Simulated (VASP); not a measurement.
A run of VASP 6.6.1 is set up as follows.

Contents of INCAR:

```
SYSTEM = Bi3Te2S
ALGO = Normal
EDIFF = 1E-7
ENCUT = 520
GGA = PE
ISIF = 2
ISMEAR = 0
LASPH = .True.
LCHARG = .True.
LELF = .True.
LREAL = .False.
LVHAR = .True.
LWAVE = .False.
NBANDS = 40
NELM = 60
PREC = Accurate
SIGMA = 0.1
```

KPOINTS

```
k-points
0
Gamma
  8 8 4
  0 0 0
```

File POSCAR:

```
Bi3Te2S
1.0
    5.3628082664      0.0000000000      0.0000000000
    0.0000000000      5.3628082664      0.0000000000
    0.0000000000      0.0000000000      9.1150363654
Bi Te S
3 2 1
Direct
    0.5000000000      0.0000000000      0.5633555016
    0.0000000000      0.5000000000      0.5633555016
    0.5000000000      0.5000000000      0.7537040344
    0.0000000000      0.0000000000      0.1226933470
    0.0000000000      0.0000000000      0.7609713135
    0.0000000000      0.0000000000      0.3858028219
```

Potentials or basis: VASP PAW PBE potentials, release 64 (Bi_d, Te, S).

The run is started by

```bash
$ cat potpaw_PBE.64/Bi_d/POTCAR potpaw_PBE.64/Te/POTCAR potpaw_PBE.64/S/POTCAR > POTCAR
$ mpirun -np 1 vasp_std > vasp.out
```

Estimate the band gap on the k mesh.

zero (an odd number of electrons rules out a gap without spin polarisation).

What does it give for the largest force?

0.017 eV/Å.

Predict the pressure.

0.0 GPa.

Forces in eV/Å, atoms in the order of the input:
```
Bi   0.000  0.000 -0.006
Bi   0.000  0.000 -0.006
Bi   0.000  0.000  0.011
Te   0.000  0.000  0.007
Te   0.000  0.000  0.011
S    0.000  0.000 -0.017
```

Caveat: spin-orbit coupling is left out, which moves the levels of the heavy elements; an odd number of electrons without spin polarisation forces a metal; a magnetic or distorted state may lie lower.
